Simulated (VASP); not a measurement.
# CsTl (P6_3mc) in VASP: a series of runs, part 2 of 2

VASP 6.6.1. Earlier steps stand in the parts before.

**3. Relaxation of cell and atoms, PBE**

This run uses another cell than the first one, of 41.00 Å³/atom.

INCAR

```
SYSTEM = CsTl
  PREC = Accurate
  ENCUT = 600
  EDIFF = 1E-6
  ISMEAR = 0
  SIGMA = 0.1
  LREAL = .FALSE.
  LASPH = .TRUE.
  NELM = 100
  ALGO = Normal
  ISIF = 3
  LWAVE = .FALSE.
  LCHARG = .FALSE.
  GGA = PE
  IBRION = 2
  NSW = 90
  EDIFFG = -0.04
```

KPOINTS

```
Automatic mesh
0
G
  6 6 2
  0 0 0
```

POSCAR

```
CsTl
1.0
    4.9081796591      0.0000000000      0.0000000000
   -2.4540898295      4.2506082710      0.0000000000
    0.0000000000      0.0000000000      7.8602804642
Cs Tl
2 2
Direct
    0.3333333333      0.6666666667      0.0000000000
    0.6666666667      0.3333333333      0.5000000000
    0.3333333333      0.6666666667      0.3821000000
    0.6666666667      0.3333333333      0.8821000000
```

Potentials or basis: VASP PAW PBE potentials, release 64 (Cs_sv, Tl_d).

Started as:

```console
$ cat potpaw_PBE.64/Cs_sv/POTCAR potpaw_PBE.64/Tl_d/POTCAR > POTCAR
$ mpirun -np 1 vasp_std > vasp.out
```

OUTCAR:

```text
SYSTEM = CsTl
   PREC = Accurate
   ENCUT = 600
   EDIFF = 1E-6
   ISMEAR = 0
   LREAL = .FALSE.
   LASPH = .TRUE.
   NELM = 100
   ISIF = 3
   GGA = PE
   IBRION = 2
   NSW = 90
   EDIFFG = -0.04

 ion  position               nearest neighbor table
   1  0.333  0.667  0.000-   4 2.98   4 2.98   4 2.98   3 3.00
   2  0.667  0.333  0.500-   3 2.98   3 2.98   3 2.98   4 3.00
   3  0.333  0.667  0.382-   2 2.98   2 2.98   2 2.98   1 3.00
   4  0.667  0.333  0.882-   1 2.98   1 2.98   1 2.98   2 3.00

  LATTYP: Found a hexagonal cell.
 ALAT       =     4.9081796591
 C/A-ratio  =     1.6014655147

  Lattice vectors:

 A1 = (   4.9081796591,   0.0000000000,   0.0000000000)
 A2 = (  -2.4540898295,   4.2506082710,   0.0000000000)
 A3 = (   0.0000000000,   0.0000000000,   7.8602804642)

Analysis of symmetry for initial positions (statically):
=====================================================================
 Subroutine PRICEL returns:
 Original cell was already a primitive cell.

 Routine SETGRP: Setting up the symmetry group for a
 hexagonal supercell.

 Subroutine GETGRP returns: Found 12 space group operations
 (whereof  6 operations were pure point group operations)
 out of a pool of 24 trial point group operations.

The static configuration has the point symmetry C_3v.
 The point group associated with its full space group is C_6v.

Analysis of symmetry for dynamics (positions and initial velocities):
=====================================================================
 Subroutine PRICEL returns:
 Original cell was already a primitive cell.

 Routine SETGRP: Setting up the symmetry group for a
 hexagonal supercell.

 Subroutine GETGRP returns: Found 12 space group operations
 (whereof  6 operations were pure point group operations)
 out of a pool of 24 trial point group operations.

The dynamic configuration has the point symmetry C_3v.
 The point group associated with its full space group is C_6v.

 Subroutine INISYM returns: Found 12 space group operations
 (whereof  6 operations are pure point group operations),
 and found     1 'primitive' translations

----------------------------------------------------------------------------------------

                                     Primitive cell

  volume of cell :     163.9871

  direct lattice vectors                    reciprocal lattice vectors
     4.908179659  0.000000000  0.000000000     0.203741523  0.117630223  0.000000000
    -2.454089829  4.250608271  0.000000000     0.000000000  0.235260447  0.000000000
     0.000000000  0.000000000  7.860280464     0.000000000  0.000000000  0.127221924

  length of vectors
     4.908179659  4.908179659  7.860280464     0.235260447  0.235260447  0.127221924

  position of ions in fractional coordinates (direct lattice)
     0.333333333  0.666666667  0.000000000
     0.666666667  0.333333333  0.500000000
     0.333333333  0.666666667  0.382100000
     0.666666667  0.333333333  0.882100000

  ion indices of the primitive-cell ions
   primitive index   ion index
                 1           1
                 2           2
                 3           3
                 4           4

----------------------------------------------------------------------------------------

 KPOINTS: Automatic mesh

Automatic generation of k-mesh.
 Grid dimensions read from file:
 generate k-points for:    6    6    2

 Generating k-lattice:

  Cartesian coordinates                     Fractional coordinates (reciprocal lattice)
     0.033956921  0.019605037  0.000000000     0.166666667  0.000000000  0.000000000
     0.000000000  0.039210074  0.000000000     0.000000000  0.166666667  0.000000000
     0.000000000  0.000000000  0.063610962     0.000000000  0.000000000  0.500000000

  Length of vectors
     0.039210074  0.039210074  0.063610962

  Shift w.r.t. Gamma in fractional coordinates (k-lattice)
     0.000000000  0.000000000  0.000000000

 Subroutine IBZKPT returns following result:
 ===========================================

 Found     14 irreducible k-points:

 Following reciprocal coordinates:
            Coordinates               Weight
  0.000000  0.000000  0.000000      1.000000
  0.166667  0.000000  0.000000      6.000000
  0.333333  0.000000  0.000000      6.000000
  0.500000  0.000000  0.000000      3.000000
  0.166667  0.166667  0.000000      6.000000
  0.333333  0.166667  0.000000     12.000000
  0.333333  0.333333  0.000000      2.000000
  0.000000  0.000000  0.500000      1.000000
  0.166667  0.000000  0.500000      6.000000
  0.333333  0.000000  0.500000      6.000000
  0.500000  0.000000  0.500000      3.000000
  0.166667  0.166667  0.500000      6.000000
  0.333333  0.166667  0.500000     12.000000
  0.333333  0.333333  0.500000      2.000000
   k-points           NKPTS =     14   k-points in BZ     NKDIM =     14   number of bands    NBANDS=     26
   number of dos      NEDOS =    301   number of ions     NIONS =      4
   total plane-waves  NPLWV = 102400
   dimension x,y,z NGX =    40 NGY =   40 NGZ =   64
   dimension x,y,z NGXF=    80 NGYF=   80 NGZF=  128
   ions per type =               2   2
   NGX,Y,Z   is equivalent  to a cutoff of  13.55, 13.55, 13.54 a.u.
   NGXF,Y,Z  is equivalent  to a cutoff of  27.10, 27.10, 27.07 a.u.
 SYSTEM =  CsTl
   PREC   = accura    normal or accurate (medium, high low for compatibility)
   ISTART =      0    job   : 0-new  1-cont  2-samecut
   ICHARG =      2    charge: 1-file 2-atom 10-const
   ISPIN  =      1    spin polarized calculation?
   LNONCOLLINEAR =      F non collinear calculations
   LSORBIT =      F    spin-orbit coupling
   LASPH  =      T    aspherical Exc in radial PAW
   ENCUT  =  600.0 eV  44.10 Ry    6.64 a.u.   9.80  9.80 15.70*2*pi/ulx,y,z
   NELM   =    100;   NELMIN=  2; NELMDL= -5     # of ELM steps
   EDIFF  = 0.1E-05   stopping-criterion for ELM
   LREAL  =      F    real-space projection
   EDIFFG = -.4E-01   stopping-criterion for IOM
   NSW    =     90    number of steps for IOM
   IBRION =      2    ionic relax: 0-MD 1-quasi-New 2-CG
   NFREE  =      1    steps in history (QN), initial steepest desc. (CG)
   ISIF   =      3    stress and relaxation
   ISYM   =      2    0-nonsym 1-usesym 2-fastsym
   POTIM  = 0.5000    time-step for ionic-motion
   TEBEG  =    0.0;   TEEND  =   0.0 temperature during run
   PSTRESS=    0.0 pullay stress
   NELECT =      44.0000    total number of electrons
   NUPDOWN=      -1.0000    fix difference up-down
   EMIN   =  10.00;   EMAX   =-10.00  energy-range for DOS
   EFERMI =   0.00;   METHOD = LEGACY
   ISMEAR =     0;   SIGMA  =   0.10  broadening in eV -4-tet -1-fermi 0-gaus
   EFERMI_NEDOS =   21; number of points for ismear=-14 and -15
   IALGO  =     38    algorithm
   IMIX   =      4    mixing-type and parameters
     AMIX     =   0.40;   BMIX     =  1.00
     AMIX_MAG =   1.60;   BMIX_MAG =  1.00
  volume/ion in A,a.u.               =      41.00       276.66
  Fermi-wavevector in a.u.,A,eV,Ry     =   1.055899  1.995360 15.169455  1.114923
  Thomas-Fermi vector in A             =   2.191115
   LORBIT       =      0    0 simple, 1 ext, 2 COOP (PROOUT), +10 PAW based schemes
   GGA     = PE    functional components
   LHFCALC =     F    Hartree Fock is set to
   AEXX    =    0.0000 exact exchange contribution
   IVDW    =     0    specifies the selected vdW correction
   LEPSILON=     F    determine dielectric tensor
   LRPA    =     F    only Hartree local field effects (RPA)
 conjugate gradient relaxation of ions
 non-spin polarized calculation
 Gauss-broadening in eV      SIGMA  =   0.10
  energy-cutoff  :      600.00
  volume of cell :      163.99
 maximum number of plane-waves:      5504
 NGX is ok and might be reduce to    40
   NGX = 19   NGY = 19   NGZ = 31

--------------------------------------- Ionic step        1  -------------------------------------------

 number of electron      44.0000000 magnetization

 Free energy of the ion-electron system (eV)
  ---------------------------------------------------
  ext. energy  EPLUGINS =         0.00000000
  ---------------------------------------------------
  free energy    TOTEN  =        -0.62753356 eV

  energy without entropy =       -0.61849033  energy(sigma->0) =       -0.62301194

------------------------ aborting loop because EDIFF is reached ----------------------------------------

  FORCE on cell =-STRESS in cart. coord.  units (eV):
  Direction    XX          YY          ZZ          XY          YZ          ZX
  --------------------------------------------------------------------------------------
  -------------------------------------------------------------------------------------
  Total       14.0458156     14.0458156     13.6900948      0.0000000      0.0000000      0.0000000
  in kB      137.2296536    137.2296535    133.7542102      0.0000000      0.0000000      0.0000000
  external PRESSURE =     136.0711724 kB  Pullay stress =       0.0000000 kB
[... 137 lines left out ...]
  energy  without entropy=       -4.2519506413  energy(sigma->0) =       -4.26430280

--------------------------------------- Ionic step        5  -------------------------------------------

 number of electron      43.9999994 magnetization

 Free energy of the ion-electron system (eV)
  ---------------------------------------------------
  ext. energy  EPLUGINS =         0.00000000
  ---------------------------------------------------
  free energy    TOTEN  =        -4.28064317 eV

  energy without entropy =       -4.25626032  energy(sigma->0) =       -4.26845175

 E-fermi :   0.5601     XC(G=0):  -5.9112

 val. band max:        0.5383786892   @ k =   0.1667   0.0000   0.0000
 cond. band min:       0.5603160280   @ k =   0.3333   0.0000   0.0000
 fundamental gap:      0.0219373388
 Fermi energy:         0.5600793564

 k-point     1 :       0.0000    0.0000    0.0000
  band No.  band energies     occupation
      1     -22.5676      2.00000
      2     -22.5661      2.00000
      3     -11.7222      2.00000
      4     -11.7222      2.00000
      5     -11.7195      2.00000
      6     -11.7185      2.00000
[... 426 lines left out ...]
  FREE ENERGIE OF THE ION-ELECTRON SYSTEM (eV)
  ---------------------------------------------------
  free  energy   TOTEN  =        -4.2806431743 eV

  energy  without entropy=       -4.2562603205  energy(sigma->0) =       -4.26845175

 reached required accuracy - stopping structural energy minimisation
```

It took 5.5 min on 1 thread of Oxide Virtual Turin-like, shared host; peak memory 0.31 GiB.

Results:

* Free energy: -4.2806 eV
* Relaxed volume: 83.93 Å³/atom
* Relaxed cell: a = 6.244 Å, b = 6.244 Å, c = 9.945 Å, α = 90.00°, β = 90.00°, γ = 120.00°
* Space group after relaxing (to 0.1 Å): P6_3mc (No. 186)
* Energy gained by relaxing: 913.3 meV/atom
* Ionic steps: 5
* Pressure after relaxing: 0.0 GPa
* Largest force after relaxing: 0.027 eV/Å
* Band gap on the k mesh: zero (bands 22 and 23 overlap by 0.39 eV)

Forces on the atoms (eV/Å):
```
Cs   0.000  0.000 -0.027
Cs   0.000  0.000 -0.027
Tl   0.000  0.000  0.027
Tl   0.000  0.000  0.027
```

Step by step:
```tsv
step	energy change (eV)	largest force (eV/Å)	pressure (GPa)	volume (Å³)
1	0.0000	0.0511	13.61	163.99
2	-3.3607	0.0208	1.57	261.28
3	-3.5501	0.0282	0.80	287.42
4	-3.6491	0.0264	-0.12	344.81
5	-3.6531	0.0271	-0.02	335.72
```

Final structure:
```yaml
crystal:
  lattice:
    - [6.24353, 0.00000, 0.00000]
    - [-3.12176, 5.40705, 0.00000]
    - [0.00000, 0.00000, 9.94463]
  atoms:
    - { symbol: Cs, position: [0.33333, 0.66667, 0.00047] }
    - { symbol: Cs, position: [0.66667, 0.33333, 0.50047] }
    - { symbol: Tl, position: [0.33333, 0.66667, 0.38163] }
    - { symbol: Tl, position: [0.66667, 0.33333, 0.88163] }
```

Caveat: the k points lie up to 0.32 Å⁻¹ apart in the final cell; the volume moved by over 15 % at a fixed basis, so the end points are rough; spin-orbit coupling is left out, which moves the levels of the heavy elements.

The gap in the log of VASP goes by the Fermi energy; the results here count the filled bands.